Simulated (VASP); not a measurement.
Input of a VASP 6.6.1 run:

The input INCAR:

```
SYSTEM = TiAl3
ALGO = Normal
EDIFF = 1E-6
ENCUT = 520
GGA = PS
ISIF = 2
ISMEAR = 0
LASPH = .True.
LCHARG = .False.
LREAL = .False.
LWAVE = .False.
NBANDS = 18
NELM = 80
PREC = Accurate
SIGMA = 0.1
```

Contents of KPOINTS:

```
k-points
0
Gamma
  6 6 6
  0 0 0
```

POSCAR

```
TiAl3
1.0
   -1.9111067700      1.9111067700      4.2806687900
    1.9111067700     -1.9111067700      4.2806687900
    1.9111067700      1.9111067700     -4.2806687900
Ti Al
1 3
Direct
    0.0000000000      0.0000000000      0.0000000000
    0.5000000000      0.5000000000      0.0000000000
    0.7500000000      0.2500000000      0.5000000000
    0.2500000000      0.7500000000      0.5000000000
```

Potentials or basis: VASP PAW PBE potentials, release 64 (Ti_sv, Al).

Launch:

```bash
$ cat potpaw_PBE.64/Ti_sv/POTCAR potpaw_PBE.64/Al/POTCAR > POTCAR
$ mpirun -np 1 vasp_std > vasp.out
```

(1) What does it give for the pressure?

(2) Predict the band gap on the k mesh.

Results:

(1) -0.4 GPa.

(2) zero (an odd number of electrons rules out a gap without spin polarisation).

Caveat: the PAW data sets were made with another functional, which shifts forces and pressure a little.
